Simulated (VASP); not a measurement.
Crystal: HfCl4F.

```
CELL_PARAMETERS angstrom
5.06069 0.00000 0.00000
0.00000 5.06069 0.00000
0.00000 0.00000 7.13625
ATOMIC_POSITIONS crystal
Hf 0.00000 0.00000 0.00000
Cl 0.50000 0.00000 0.74904
Cl 0.00000 0.50000 0.25096
Cl 0.50000 0.00000 0.25096
Cl 0.00000 0.50000 0.74904
F 0.50000 0.50000 0.50000
```

The cell was built from a structure type or drawn by symmetry, and may not be a known phase.

```yaml
Program: VASP 6.6.1
Task: relaxation of cell and atoms
Functional: PBE
Potentials_or_basis: VASP PAW PBE potentials, release 64 (Hf_pv, Cl, F)
Cutoff: 600 eV
k_mesh: 4 × 4 × 4
Occupations: gaussian, width 0.1 eV
Spin: no spin polarisation
```

At the start: pressure -11.4 GPa; volume 30.46 Å³/atom.

Problem. Where does the relaxation end?

Solution. Over 15 steps the energy falls by 685.3 meV/atom and the volume is 22.13 Å³/atom (-27.4 %); space group P4/mmm (No. 123, to 0.1 Å) before and after.

Step by step:
```
step  energy change (eV)  largest force (eV/Å)  pressure (GPa)  volume (Å³)
   1              0.0000                1.7311          -11.42       182.76
   2             -3.6099                0.8381           -4.91       131.15
   3             -3.8285                0.3000            0.43       120.59
   4             -3.8268                0.2317            1.12       119.52
   5             -3.9247                0.2824            1.60       119.64
   6             -3.9640                0.3376            2.55       119.62
   7             -4.0388                0.4224            0.20       125.20
   8             -4.0523                0.4747           -0.99       128.63
   9             -4.0983                0.0970           -0.09       129.44
  10             -4.1001                0.0043            0.13       129.63
  11             -4.1046                0.0022            0.17       130.17
  12             -4.1109                0.0231            0.32       131.76
  13             -4.1110                0.0247            0.34       131.96
  14             -4.1098                0.0791           -0.51       134.02
  15             -4.1117                0.0156            0.00       132.76
```

Final structure:
```
Hf Cl F
1.0
     4.30091    0.00000    0.00000
     0.00000    4.30091    0.00000
     0.00000    0.00000    7.17690
Hf Cl F
1 4 1
Cartesian
  0.0000 0.0000 0.0000
  2.1505 4.3009 5.6697
  0.0000 2.1505 1.5072
  2.1505 0.0000 1.5072
  0.0000 2.1505 5.6697
  2.1505 2.1505 3.5884
```

Caveat: the volume moved by over 15 % at a fixed basis, so the end points are rough; an odd number of electrons without spin polarisation forces a metal; a magnetic or distorted state may lie lower.
